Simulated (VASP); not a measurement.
Ca:

```
CELL_PARAMETERS angstrom
0.00000 2.79420 2.79420
2.79420 0.00000 2.79420
2.79420 2.79420 0.00000
ATOMIC_POSITIONS crystal
Ca 0.00000 0.00000 0.00000
```

- Program: VASP 6.6.1
- Task: relaxation of cell and atoms
- Functional: PBE
- Dispersion: D4
- Potentials or basis: VASP PAW PBE potentials, release 64 (Ca_sv)
- Cutoff: 500 eV
- k mesh: 8 × 8 × 8
- Occupations: fermi-dirac, width 0.02 eV
- Spin: no spin polarisation

At the start: pressure -1.2 GPa; volume 43.63 Å³/atom.

Question: How do energy, volume and symmetry change on relaxing?

Answer: Over 16 steps the energy falls by 9.3 meV/atom and the volume is 41.84 Å³/atom (-4.1 %); space group Fm-3m (No. 225, to 0.1 Å) before and after.

Step by step:
```csv
step,energy change (eV),largest force (eV/Å),pressure (GPa),volume (Å³)
1,0.0000,0.0000,-1.16,43.63
2,0.0706,0.0000,116.06,41.67
3,-0.0001,0.0000,-1.15,43.61
4,-0.0003,0.0000,-1.14,43.59
5,-0.0062,0.0000,-0.81,42.63
6,-0.0083,0.0000,-0.62,42.15
7,-0.0092,0.0000,-0.52,41.91
8,-0.0087,0.0000,6.71,41.79
9,-0.0093,0.0000,-0.43,41.88
10,-0.0093,0.0000,0.28,41.83
11,-0.0078,0.0000,-0.67,42.27
12,-0.0090,0.0000,-0.55,41.96
13,-0.0093,0.0000,-0.44,41.88
14,-0.0093,0.0000,-0.19,41.85
15,-0.0093,0.0000,-0.05,41.84
16,-0.0093,0.0000,0.00,41.84
```

Final structure:
```cif
data_structure
_symmetry_space_group_name_H-M 'P 1'
_symmetry_Int_Tables_number 1
_cell_length_a 3.8968
_cell_length_b 3.8968
_cell_length_c 3.8968
_cell_angle_alpha 60.000
_cell_angle_beta 60.000
_cell_angle_gamma 60.000
_cell_volume 41.84
loop_
_atom_site_label
_atom_site_type_symbol
_atom_site_fract_x
_atom_site_fract_y
_atom_site_fract_z
_atom_site_occupancy
Ca1 Ca 0.00000 0.00000 0.00000 1
```
